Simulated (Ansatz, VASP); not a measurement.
## CdTe in VASP and in Ansatz

```
CELL_PARAMETERS angstrom
3.15725 -3.18745 0.00000
3.15725 3.18745 0.00000
0.00000 0.00000 6.09065
ATOMIC_POSITIONS crystal
Cd 0.27703 0.72297 0.75000
Cd 0.72297 0.27703 0.25000
Te 0.76614 0.23386 0.75000
Te 0.23386 0.76614 0.25000
```

Change from the starting cell: equal xx and yy strain of +3 %, crystal datasets.

Alike in both runs: task electric field gradients; functional PBEsol; k mesh 9 × 9 × 6; occupations fermi-dirac, width 0.05 eV; no spin polarisation.

|  | VASP | Ansatz |
| --- | --- | --- |
| version | VASP 6.6.1 | Ansatz 0.2.0 |
| potentials or method | VASP PAW PBE potentials, release 64 (Cd, Te), cutoff 520 eV | all-electron PAW with datasets made for the crystal, scalar-relativistic |

Ansatz gave:

```
pressure (GPa)                                                : -5.1
traceless stress, the component that is largest in VASP (GPa) : 0.66
rms of the force components (eV/Å)                            : 0.044
size of Vzz on the site where it differs most (V/Å²)          : 48.7
```

Q: Estimate VASP's values.

A: Pressure (GPa): -4.9; traceless stress, the component that is largest in VASP (GPa): 0.69; rms of the force components (eV/Å): 0.041; size of Vzz on the site where it differs most (V/Å²): 45.3.

VASP's potentials were made for PBE, not for PBEsol. Atom by atom the forces differ by 0.002 eV/Å (rms over components). Ansatz ran all-electron here, and VASP with PAW potentials.

Neither program's run includes spin-orbit coupling.
